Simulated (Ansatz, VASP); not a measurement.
**One calculation of HfO2, two programs**

File INCAR:

```
ALGO = Normal ; EDIFF = 1E-7
ENCUT = 520 ; GGA = PE
ISIF = 2 ; ISMEAR = 0
LASPH = True ; LCHARG = False
LREAL = False ; LWAVE = False
NBANDS = 18 ; NELM = 60
PREC = Accurate ; SIGMA = 0.05
```

The input KPOINTS:

```
k-points
0
Gamma
  8 8 8
```

Contents of POSCAR:

```
HfO2
1.0
    0.0000000000      2.6508762353      2.5489194570
    2.6508762353      0.0000000000      2.5489194570
    2.6508762353      2.6508762353      0.0000000000
Hf O
1 2
Direct
    0.0000000000      0.0000000000      0.0000000000
    0.2500000000      0.2500000000      0.2500000000
    0.7500000000      0.7500000000      0.7500000000
```

Input for Ansatz:

```yaml
crystal:
  lattice:
    - [0.0, 2.6508762353, 2.548919457]
    - [2.6508762353, 0.0, 2.548919457]
    - [2.6508762353, 2.6508762353, 0.0]
  atoms:
    - { symbol: Hf, position: [0.0, 0.0, 0.0] }
    - { symbol: O, position: [0.25, 0.25, 0.25] }
    - { symbol: O, position: [0.75, 0.75, 0.75] }
basis:
  ecutwfc: 520.0
kpoints:
  mp_grid: { grid: [8, 8, 8] }
hamiltonian:
  xc: pbe
  pseudopotentials: { kind: paw, azcp: { folder: soft_1 } }
scf:
  occupations: { method: gaussian, width: 0.05 }
output:
  forces: true
  stress: true
  eigenvalues: true
  write_density: true
  write_potential: true
  elf: true
  volumetric_format: npy
```

Change from the starting cell: normal strain along x +0.0400, normal strain along y +0.0400.

Alike in both runs: task single point; functional PBE; k mesh 8 × 8 × 8; occupations gaussian, width 0.05 eV; no spin polarisation.

```csv
,VASP,Ansatz
version,VASP 6.6.1,Ansatz 0.2.0
potentials or method,"VASP PAW PBE potentials, release 64 (Hf_pv, O), cutoff 520 eV","scalar-relativistic, plane waves, PAW"
valence electrons in the cell,22,38
```

VASP gave:

| Item | Value |
| --- | --- |
| gap on the k mesh at the Fermi level (eV) | 3.18 |
| least direct gap on the mesh (eV) | 3.24 |
| pressure (GPa) | -19.2 |
| traceless stress, the component that is largest in VASP (GPa) | 10.75 |

Question: Estimate Ansatz's values.

Answer: gap on the k mesh at the Fermi level (eV): 3.21; least direct gap on the mesh (eV): 3.26; pressure (GPa): -16.3; traceless stress, the component that is largest in VASP (GPa): 10.60.

VASP's potentials hold 22 valence electrons a cell and Ansatz's 38, so a difference there can come from the potentials and not from the codes.

Spin-orbit coupling is off throughout.
